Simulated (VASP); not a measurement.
# Ru (Fm-3m) in VASP: notebook

The runs below take Ru through single point, with revPBE.

Program: VASP 6.6.1. These are calculated values, not measurements. Logs are shortened: lines on timing, memory, paths and dates and some standing lists are left out, and cuts for length are marked.

### Step 1. The cell of the first run

The structure is cubic, space group Fm-3m (No. 225). The conventional cell has a = 3.825 Å, b = 3.825 Å, c = 3.825 Å, α = 90.00°, β = 90.00°, γ = 90.00°. Within 3.6 Å of Ru (site symmetry m-3m) lie 12 Ru at 2.71 Å.

### Step 2. Single point, revPBE

The input, INCAR:

```
ALGO = Normal
EDIFF = 1E-6
ENCUT = 520
GGA = RE
ISIF = 2
ISMEAR = -1
LASPH = T
LCHARG = F
LREAL = F
LWAVE = F
NBANDS = 13
NELM = 100
PREC = Accurate
SIGMA = 0.1
```

The input, KPOINTS:

```
k-points
0
Gamma
  16 16 16
```

The input, POSCAR:

```
Ru
1.0
    0.0000000000      1.9127432108      1.9127432108
    1.9127432108      0.0000000000      1.9127432108
    1.9127432108      1.9127432108      0.0000000000
Ru
1
Direct
    0.0000000000      0.0000000000      0.0000000000
```

Potentials or basis: VASP PAW PBE potentials, release 64 (Ru_pv).

Launch:

```bash
$ cat potpaw_PBE.64/Ru_pv/POTCAR > POTCAR
$ mpirun -np 1 vasp_std > vasp.out
```

OUTCAR:

```text
EDIFF = 1E-6
   ENCUT = 520
   GGA = RE
   ISIF = 2
   ISMEAR = -1
   LASPH = T
   LREAL = F
   NELM = 100
   PREC = Accurate

 ion  position               nearest neighbor table
   1  0.000  0.000  0.000-

  LATTYP: Found a face centered cubic cell.
 ALAT       =     3.8254864216

  Lattice vectors:

 A1 = (   0.0000000000,   1.9127432108,   1.9127432108)
 A2 = (   1.9127432108,   0.0000000000,   1.9127432108)
 A3 = (   1.9127432108,   1.9127432108,   0.0000000000)

Analysis of symmetry for initial positions (statically):
=====================================================================
 Subroutine PRICEL returns:
 Original cell was already a primitive cell.

 Routine SETGRP: Setting up the symmetry group for a
 face centered cubic supercell.

 Subroutine GETGRP returns: Found 48 space group operations
 (whereof 48 operations were pure point group operations)
 out of a pool of 48 trial point group operations.

The static configuration has the point symmetry O_h .

Analysis of symmetry for dynamics (positions and initial velocities):
=====================================================================
 Subroutine PRICEL returns:
 Original cell was already a primitive cell.

 Routine SETGRP: Setting up the symmetry group for a
 face centered cubic supercell.

 Subroutine GETGRP returns: Found 48 space group operations
 (whereof 48 operations were pure point group operations)
 out of a pool of 48 trial point group operations.

The dynamic configuration has the point symmetry O_h .

 Subroutine INISYM returns: Found 48 space group operations
 (whereof 48 operations are pure point group operations),
 and found     1 'primitive' translations

----------------------------------------------------------------------------------------

                                     Primitive cell

  volume of cell :      13.9959

  direct lattice vectors                    reciprocal lattice vectors
     0.000000000  1.912743211  1.912743211    -0.261404666  0.261404666  0.261404666
     1.912743211  0.000000000  1.912743211     0.261404666 -0.261404666  0.261404666
     1.912743211  1.912743211  0.000000000     0.261404666  0.261404666 -0.261404666

  length of vectors
     2.705027390  2.705027390  2.705027390     0.452766163  0.452766163  0.452766163

  position of ions in fractional coordinates (direct lattice)
     0.000000000  0.000000000  0.000000000

  ion indices of the primitive-cell ions
   primitive index   ion index
                 1           1

----------------------------------------------------------------------------------------

 KPOINTS: k-points

Automatic generation of k-mesh.
 Grid dimensions read from file:
 generate k-points for:   16   16   16

 Generating k-lattice:

  Cartesian coordinates                     Fractional coordinates (reciprocal lattice)
    -0.016337792  0.016337792  0.016337792     0.062500000  0.000000000  0.000000000
     0.016337792 -0.016337792  0.016337792     0.000000000  0.062500000  0.000000000
     0.016337792  0.016337792 -0.016337792     0.000000000  0.000000000  0.062500000

  Length of vectors
     0.028297885  0.028297885  0.028297885

  Shift w.r.t. Gamma in fractional coordinates (k-lattice)
     0.000000000  0.000000000  0.000000000

 Subroutine IBZKPT returns following result:
 ===========================================

 Found    145 irreducible k-points:

 Following reciprocal coordinates:
            Coordinates               Weight
  0.000000  0.000000  0.000000      1.000000
  0.062500  0.000000  0.000000      8.000000
  0.125000  0.000000  0.000000      8.000000
  0.187500  0.000000  0.000000      8.000000
  0.250000  0.000000  0.000000      8.000000
  0.312500  0.000000  0.000000      8.000000
[... 16 lines left out ...]
 -0.125000  0.062500  0.000000     24.000000
 -0.062500  0.062500  0.000000     12.000000
 [... further k-points ...]
   k-points           NKPTS =    145   k-points in BZ     NKDIM =    145   number of bands    NBANDS=     13
   number of dos      NEDOS =    301   number of ions     NIONS =      1
   total plane-waves  NPLWV =   8000
   dimension x,y,z NGX =    20 NGY =   20 NGZ =   20
   dimension x,y,z NGXF=    40 NGYF=   40 NGZF=   40
   ions per type =               1
   NGX,Y,Z   is equivalent  to a cutoff of  12.29, 12.29, 12.29 a.u.
   NGXF,Y,Z  is equivalent  to a cutoff of  24.58, 24.58, 24.58 a.u.
 SYSTEM =  unknown system
   PREC   = accura    normal or accurate (medium, high low for compatibility)
   ISTART =      0    job   : 0-new  1-cont  2-samecut
   ICHARG =      2    charge: 1-file 2-atom 10-const
   ISPIN  =      1    spin polarized calculation?
   LNONCOLLINEAR =      F non collinear calculations
   LSORBIT =      F    spin-orbit coupling
   LASPH  =      T    aspherical Exc in radial PAW
   ENCUT  =  520.0 eV  38.22 Ry    6.18 a.u.   5.03  5.03  5.03*2*pi/ulx,y,z
   NELM   =    100;   NELMIN=  2; NELMDL= -5     # of ELM steps
   EDIFF  = 0.1E-05   stopping-criterion for ELM
   LREAL  =      F    real-space projection
   EDIFFG = 0.1E-04   stopping-criterion for IOM
   NSW    =      0    number of steps for IOM
   IBRION =     -1    ionic relax: 0-MD 1-quasi-New 2-CG
   NFREE  =      0    steps in history (QN), initial steepest desc. (CG)
   ISIF   =      2    stress and relaxation
   ISYM   =      2    0-nonsym 1-usesym 2-fastsym
   POTIM  = 0.5000    time-step for ionic-motion
   TEBEG  =    0.0;   TEEND  =   0.0 temperature during run
   PSTRESS=    0.0 pullay stress
   NELECT =      14.0000    total number of electrons
   NUPDOWN=      -1.0000    fix difference up-down
   EMIN   =  10.00;   EMAX   =-10.00  energy-range for DOS
   EFERMI =   0.00;   METHOD = LEGACY
   ISMEAR =    -1;   SIGMA  =   0.10  broadening in eV -4-tet -1-fermi 0-gaus
   EFERMI_NEDOS =   21; number of points for ismear=-14 and -15
   IALGO  =     38    algorithm
   IMIX   =      4    mixing-type and parameters
     AMIX     =   0.40;   BMIX     =  1.00
     AMIX_MAG =   1.60;   BMIX_MAG =  1.00
  volume/ion in A,a.u.               =      14.00        94.45
  Fermi-wavevector in a.u.,A,eV,Ry     =   1.637259  3.093972 36.472029  2.680619
  Thomas-Fermi vector in A             =   2.728429
   LORBIT       =      0    0 simple, 1 ext, 2 COOP (PROOUT), +10 PAW based schemes
   GGA     = RE    functional components
   LHFCALC =     F    Hartree Fock is set to
   AEXX    =    0.0000 exact exchange contribution
   IVDW    =     0    specifies the selected vdW correction
   LEPSILON=     F    determine dielectric tensor
   LRPA    =     F    only Hartree local field effects (RPA)
 non-spin polarized calculation
  energy-cutoff  :      520.00
  volume of cell :       14.00
 maximum number of plane-waves:       388
   NGX =  9   NGY =  9   NGZ =  9

 number of electron      13.9999999 magnetization

 Free energy of the ion-electron system (eV)
  ---------------------------------------------------
  ext. energy  EPLUGINS =         0.00000000
  ---------------------------------------------------
  free energy    TOTEN  =        -8.63115164 eV

  energy without entropy =       -8.59320067  energy(sigma->0) =       -8.61217616

 E-fermi :  12.2911     XC(G=0): -13.8761

 val. band max:       12.2795678799   @ k =  -0.3750   0.3750   0.0625
 cond. band min:      12.2925446667   @ k =   0.1875   0.0625   0.0000
 fundamental gap:      0.0129767868
 Fermi energy:        12.2911192451

 k-point     1 :       0.0000    0.0000    0.0000
  band No.  band energies     occupation
      1     -30.1614      2.00000
      2     -30.1614      2.00000
      3     -30.1614      2.00000
      4       4.5601      2.00000
      5       9.8042      2.00000
      6       9.8042      2.00000
      7       9.8042      2.00000
      8      12.1373      1.64631
      9      12.1373      1.64631
     10      22.9084      0.00000
     11      27.3352      0.00000
     12      32.9272      0.00000
     13      32.9272      0.00000

 k-point     2 :       0.0625    0.0000    0.0000
  band No.  band energies     occupation
      1     -30.1999      2.00000
      2     -30.1665      2.00000
      3     -30.1665      2.00000
      4       4.7219      2.00000
      5       9.7211      2.00000
      6       9.8714      2.00000
      7       9.8714      2.00000
      8      12.0950      1.75327
      9      12.0950      1.75327
     10      22.9084      0.00000
     11      27.6015      0.00000
     12      32.1222      0.00000
     13      33.1869      0.00000

 k-point     3 :       0.1250    0.0000    0.0000
  band No.  band energies     occupation
      1     -30.3084      2.00000
      2     -30.1808      2.00000
      3     -30.1808      2.00000
      4       5.1784      2.00000
      5       9.5238      2.00000
      6      10.0391      2.00000
      7      10.0391      2.00000
      8      12.0132      1.88313
      9      12.0132      1.88313
     10      22.9083      0.00000
     11      28.3076      0.00000
     12      30.5536      0.00000
     13      33.9380      0.00000
[... 305 lines left out ...]
 k-point    23 :      -0.1250    0.0625    0.0000
  band No.  band energies     occupation
      1     -30.3726      2.00000
      2     -30.2170      2.00000
      3     -30.1801      2.00000
      4       5.5133      2.00000
      5       9.3425      2.00000
      6      10.1605      2.00000
      7      10.1888      2.00000
      8      11.7259      1.99301
      9      12.2421      1.24049
     10      22.9083      0.00000
     11      28.7990      0.00000
     12      29.9934      0.00000
     13      33.5407      0.00000

 k-point    24 :      -0.0625    0.0625    0.0000
  band No.  band energies     occupation
      1     -30.2536      2.00000
      2     -30.1889      2.00000
      3     -30.1683      2.00000
      4       4.9835      2.00000
      5       9.5689      2.00000
      6       9.9638      2.00000
      7      10.0155      2.00000
      8      11.9144      1.95481
      9      12.1602      1.57488
     10      22.9083      0.00000
     11      28.0208      0.00000
     12      31.3556      0.00000
     13      33.1048      0.00000

 [... further k-points ...]

------------------------ aborting loop because EDIFF is reached ----------------------------------------

  FORCE on cell =-STRESS in cart. coord.  units (eV):
  Direction    XX          YY          ZZ          XY          YZ          ZX
  --------------------------------------------------------------------------------------
  -------------------------------------------------------------------------------------
  Total       -0.0147721     -0.0147721     -0.0147721      0.0000000      0.0000000      0.0000000
  in kB       -1.6910314     -1.6910314     -1.6910314      0.0000000      0.0000000      0.0000000
  external PRESSURE =      -1.6910314 kB  Pullay stress =       0.0000000 kB

 VOLUME and BASIS-vectors are now :
 -----------------------------------------------------------------------------
  energy-cutoff  :      520.00
  volume of cell :       14.00
      direct lattice vectors                 reciprocal lattice vectors
     0.000000000  1.912743211  1.912743211    -0.261404666  0.261404666  0.261404666
     1.912743211  0.000000000  1.912743211     0.261404666 -0.261404666  0.261404666
     1.912743211  1.912743211  0.000000000     0.261404666  0.261404666 -0.261404666

 POSITION                                       TOTAL-FORCE (eV/Angst)
 -----------------------------------------------------------------------------------
      0.00000      0.00000      0.00000        -0.000000      0.000000      0.000000
 -----------------------------------------------------------------------------------
    total drift:                                0.000000     -0.000000      0.000000

  FREE ENERGIE OF THE ION-ELECTRON SYSTEM (eV)
  ---------------------------------------------------
  free  energy   TOTEN  =        -8.6311516449 eV

  energy  without entropy=       -8.5932006658  energy(sigma->0) =       -8.61217616
```

It took 7.7 s on 1 thread of Intel Xeon 6975P-C (Granite Rapids), shared host; peak memory 0.14 GiB.

What came out:

```yaml
Free_energy: -8.6312 eV
Pressure: -0.2 GPa
Band_gap_on_the_k_mesh: zero (band 7 reaches 14.41 eV, above the bottom of band 8 at 10.99 eV)
```

Caveat: the PAW data sets were made with another functional, which shifts forces and pressure a little.

### Step 3. Single point, revPBE (volume scaled by 1.04)

The input, INCAR:

```
  ALGO = Normal
  EDIFF = 1E-6
  ENCUT = 520
  GGA = RE
  ISIF = 2
  ISMEAR = -1
  LASPH = T
  LCHARG = F
  LREAL = F
  LWAVE = F
  NBANDS = 13
  NELM = 100
  PREC = Accurate
  SIGMA = 0.1
```

KPOINTS is that of step 2.

The input, POSCAR:

```
Ru
1.0
    0.0000000000      1.9379137711      1.9379137711
    1.9379137711      0.0000000000      1.9379137711
    1.9379137711      1.9379137711      0.0000000000
Ru
1
Direct
    0.0000000000      0.0000000000      0.0000000000
```

Potentials or basis: VASP PAW PBE potentials, release 64 (Ru_pv).

Launch:

```bash
$ cat potpaw_PBE.64/Ru_pv/POTCAR > POTCAR
$ mpirun -np 1 vasp_std > vasp.out
```

OUTCAR:

```text
EDIFF = 1E-6
   ENCUT = 520
   GGA = RE
   ISIF = 2
   ISMEAR = -1
   LASPH = T
   LREAL = F
   NELM = 100
   PREC = Accurate

 ion  position               nearest neighbor table
   1  0.000  0.000  0.000-

  LATTYP: Found a face centered cubic cell.
 ALAT       =     3.8758275422

  Lattice vectors:

 A1 = (   0.0000000000,   1.9379137711,   1.9379137711)
 A2 = (   1.9379137711,   0.0000000000,   1.9379137711)
 A3 = (   1.9379137711,   1.9379137711,   0.0000000000)

[... 560 lines left out ...]
     13      32.1823      0.00000

 [... further k-points ...]

------------------------ aborting loop because EDIFF is reached ----------------------------------------

  FORCE on cell =-STRESS in cart. coord.  units (eV):
  Direction    XX          YY          ZZ          XY          YZ          ZX
  --------------------------------------------------------------------------------------
  -------------------------------------------------------------------------------------
  Total       -0.9615464     -0.9615464     -0.9615464     -0.0000000      0.0000000     -0.0000000
  in kB     -105.8394333   -105.8394333   -105.8394333     -0.0000000      0.0000000     -0.0000000
  external PRESSURE =    -105.8394333 kB  Pullay stress =       0.0000000 kB

 VOLUME and BASIS-vectors are now :
 -----------------------------------------------------------------------------
  energy-cutoff  :      520.00
  volume of cell :       14.56
      direct lattice vectors                 reciprocal lattice vectors
     0.000000000  1.937913771  1.937913771    -0.258009416  0.258009416  0.258009416
     1.937913771  0.000000000  1.937913771     0.258009416 -0.258009416  0.258009416
     1.937913771  1.937913771  0.000000000     0.258009416  0.258009416 -0.258009416

 POSITION                                       TOTAL-FORCE (eV/Angst)
 -----------------------------------------------------------------------------------
      0.00000      0.00000      0.00000         0.000000      0.000000      0.000000
 -----------------------------------------------------------------------------------
    total drift:                                0.000000     -0.000000     -0.000000

  FREE ENERGIE OF THE ION-ELECTRON SYSTEM (eV)
  ---------------------------------------------------
  free  energy   TOTEN  =        -8.6119820008 eV

  energy  without entropy=       -8.5716329558  energy(sigma->0) =       -8.59180748
```

stdout:

```text
POSCAR found type information on POSCAR Ru
 POSCAR found :  1 types and       1 ions
 scaLAPACK will be used
 -----------------------------------------------------------------------------
|                                                                             |
|                                                                             |
|     You enforced a specific xc type in the INCAR file but a different       |
|     I HOPE YOU KNOW WHAT YOU ARE DOING!                                     |
|                                                                             |
 -----------------------------------------------------------------------------

 LDA part: xc-table for (Slater+PW92), standard interpolation
 POSCAR, INCAR and KPOINTS ok, starting setup
 FFT: planning ... GRIDC
 FFT: planning ... GRID_SOFT
 FFT: planning ... GRID
 WAVECAR not read
 entering main loop
```

Run time: 7.9 s. Hardware: 1 thread of Intel Xeon 6975P-C (Granite Rapids), shared host; peak memory 0.14 GiB.

Results:

| Property | Result |
| --- | --- |
| Free energy | -8.6120 eV |
| Pressure | -10.6 GPa |
| Band gap on the k mesh | zero (band 7 reaches 13.59 eV, above the bottom of band 8 at 10.39 eV) |

Levels at points of the mesh, in eV from the Fermi level:
| k point | band 3 | band 4 | band 5 | band 6 | band 7 | band 8 | band 9 | band 10 | band 11 | band 12 |
| --- | --- | --- | --- | --- | --- | --- | --- | --- | --- | --- |
| (0.00, 0.00, 0.00) | -42.44 | -7.50 | -2.34 | -2.34 | -2.34 | -0.15 | -0.15 | 10.67 | 15.06 | 20.44 |
| (0.50, 0.00, 0.00) | -42.56 | -5.58 | -2.45 | -2.45 | 0.97 | 1.52 | 1.52 | 9.24 | 10.67 | 14.63 |
| (0.50, 0.50, 0.00) | -42.75 | -5.80 | -5.36 | 1.48 | 1.98 | 1.98 | 3.45 | 10.67 | 12.72 | 13.00 |

Caveat: the PAW data sets were made with another functional, which shifts forces and pressure a little.

[end of part 1 of 2]
